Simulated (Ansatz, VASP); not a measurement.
# MgO in VASP and in Ansatz

```xyz
4
Lattice="3.5206 0.0000 0.0000 -1.7603 3.0489 0.0000 0.0000 0.0000 4.2371" Properties=species:S:1:pos:R:3 pbc="T T T"
Mg    1.7603    1.0163    3.1778
Mg    0.0000    2.0326    1.0593
O     1.7603    1.0163    1.0593
O     0.0000    2.0326    3.1778
```

Alike in both runs: functional PBE; k mesh 6 × 6 × 4; occupations gaussian, width 0.1 eV; no spin polarisation.

Ansatz relaxed the structure, and its values are those at the end. VASP's run is a single point on that final structure, the one shown.

|  | VASP | Ansatz |
| --- | --- | --- |
| version | VASP 6.6.1 | Ansatz 0.2.0 |
| potentials or method | VASP PAW PBE potentials, release 64 (Mg, O), cutoff 520 eV | scalar-relativistic, plane waves, PAW |
| valence electrons in the cell | 16 | 32 |

Ansatz gave:

* gap on the k mesh at the Fermi level (eV): 3.28
* least direct gap on the mesh (eV): 3.28
* pressure (GPa): 0.0

Problem. What did VASP give for the same quantities?

Solution. gap on the k mesh at the Fermi level (eV): 3.26; least direct gap on the mesh (eV): 3.26; pressure (GPa): -0.5.

VASP's potentials hold 16 valence electrons a cell and Ansatz's 32, so a difference there can come from the potentials and not from the codes.
